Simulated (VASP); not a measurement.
Set up this calculation in VASP 6.6.1, as the native input.

| Quantity | Value |
| --- | --- |
| Task | single point |
| Functional | B3LYP |
| Potentials or basis | VASP PAW PBE potentials, release 64 (Sb_d_GW, Ga_d) |
| Cutoff | 400 eV |
| k mesh | 4 × 4 × 4 |
| Occupations | fermi-dirac, width 0.05 eV |
| Spin | no spin polarisation |
| Dipole correction | no |
| Grid for exact exchange (PRECFOCK) | Normal |
| Further INCAR settings | ALGO = Normal; EDIFF = 1e-06; NBANDS = 21 |
| Share of exact exchange | 0.2 |

GaSb:

```
CELL_PARAMETERS angstrom
0.00000 3.05900 3.05900
3.05900 0.00000 3.05900
3.05900 3.05900 0.00000
ATOMIC_POSITIONS crystal
Sb 0.75000 0.75000 0.75000
Ga 0.00000 0.00000 0.00000
```

The input as run:

POSCAR

```
GaSb
1.0
    0.0000000000      3.0590000000      3.0590000000
    3.0590000000      0.0000000000      3.0590000000
    3.0590000000      3.0590000000      0.0000000000
Sb Ga
1 1
Direct
    0.7500000000      0.7500000000      0.7500000000
    0.0000000000      0.0000000000      0.0000000000
```

INCAR.step1

```
PREC = Accurate
ENCUT = 400
EDIFF = 1E-5
ISMEAR = -1
SIGMA = 0.05
LREAL = F
LASPH = T
NELM = 120
ALGO = Normal
ISIF = 2
LWAVE = T
LCHARG = F
GGA = PE
NBANDS = 21
GGA_COMPAT = F
```

INCAR.step2

```
PREC = Accurate
ENCUT = 400
EDIFF = 1E-6
ISMEAR = -1
SIGMA = 0.05
LREAL = F
LASPH = T
NELM = 120
ALGO = Normal
ISIF = 2
LWAVE = F
LCHARG = F
GGA = B3
LHFCALC = T
AEXX = 0.2
AGGAX = 0.72
AGGAC = 0.81
ALDAC = 0.19
PRECFOCK = Normal
ISTART = 1
NBANDS = 21
GGA_COMPAT = F
```

KPOINTS

```
Automatic mesh
0
Gamma
  4 4 4
```

Potentials or basis: VASP PAW PBE potentials, release 64 (Sb_d_GW, Ga_d).

Run with:

```sh
$ cat potpaw_PBE.64/Sb_d_GW/POTCAR potpaw_PBE.64/Ga_d/POTCAR > POTCAR
$ cp INCAR.step1 INCAR
$ mpirun -np 1 vasp_std > vasp.out
$ cp INCAR.step2 INCAR
$ mpirun -np 1 vasp_std > vasp.out
```

It gave:

| Item | Value |
| --- | --- |
| Pressure | 3.0 GPa |
| Band gap on the k mesh | 1.07 eV |

Caveat: the k points lie up to 0.44 Å⁻¹ apart; the PAW data sets were made with another functional, which shifts forces and pressure a little; spin-orbit coupling is left out, which moves the levels of the heavy elements.

It took 9.5 min on 1 thread of AMD EPYC 9R45 96-Core Processor (Zen 5), with other jobs on the host, peak memory 0.16 GiB.
